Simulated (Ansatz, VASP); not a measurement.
## One calculation of LuAl2Sn2, two programs

```xyz
5
Lattice="4.3579 0.0000 0.0000 -2.1790 3.7741 0.0000 0.0000 0.0000 6.9297" Properties=species:S:1:pos:R:3 pbc="T T T"
Al   -0.0002    2.5162    4.4454
Al    2.1792    1.2579    2.4843
Lu    0.0000    0.0000    0.0000
Sn   -0.0002    2.5162    1.7419
Sn    2.1792    1.2579    5.1878
```

Alike in both runs: task single point; functional PBEsol; k mesh 5 × 5 × 3; no spin polarisation.

```csv
,VASP,Ansatz
version,VASP 6.6.1,Ansatz 0.2.0
potentials or method,"VASP PAW PBE potentials, release 64 (Al, Lu, Sn_d), cutoff 520 eV",PAW plane waves
occupations,"fermi-dirac, width 0.1 eV",fermi-dirac
valence electrons in the cell,59,59
```

```tsv
	VASP	Ansatz	Ansatz less VASP
gap on the k mesh at the Fermi level (eV)	none	none	-
pressure (GPa)	4.9	4.9	-0.02
traceless stress, the component that is largest in VASP (GPa)	-3.57	-3.58	-0.005
rms of the force components (eV/Å)	0.214	0.220	+0.0060
```

VASP's potentials were made for PBE, not for PBEsol. Atom by atom the forces differ by 0.006 eV/Å (rms over components). A gap of «none» marks a metal or a gap that the smearing closes. Ansatz's warnings: structure snapped to symmetry.

Neither program's run includes spin-orbit coupling.
